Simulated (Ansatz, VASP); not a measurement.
**Two plane-wave programs on SnTe5**

```xyz
6
Lattice="7.0588 0.0000 0.0000 -3.5294 6.1131 0.0000 0.0000 0.0000 4.3818" Properties=species:S:1:pos:R:3 pbc="T T T"
Sn    0.0000    0.0000    0.0000
Te    2.3575    0.0000    2.1909
Te    2.3506    4.0714    2.1909
Te   -1.1788    2.0417    2.1909
Te    0.0000    4.0754    0.0000
Te    3.5294    2.0377    0.0000
```

Change from the starting cell: species swapped into the Mg5Pd type (P-62m, No. 189).

Alike in both runs: functional PBE; k mesh 6 × 6 × 8; occupations gaussian, width 0.1 eV; no spin polarisation.

Ansatz relaxed the structure, and its values are those at the end. VASP's run is a single point on that final structure, the one shown.

```csv
,VASP,Ansatz
version,VASP 6.6.1,Ansatz 0.2.0
potentials or method,"VASP PAW PBE potentials, release 64 (Sn_d, Te), cutoff 520 eV","scalar-relativistic, plane waves, PAW"
valence electrons in the cell,44,94
```

```csv
,VASP,Ansatz,Ansatz less VASP
gap on the k mesh at the Fermi level (eV),none,none,-
pressure (GPa),-0.1,0.0,+0.05
```

A gap of «none» marks a metal or a gap that the smearing closes. With one functional, cell and mesh, what is left measures potentials, basis and numerics. VASP's potentials hold 44 valence electrons a cell and Ansatz's 94, so a difference there can come from the potentials and not from the codes.

Spin-orbit coupling is off throughout.
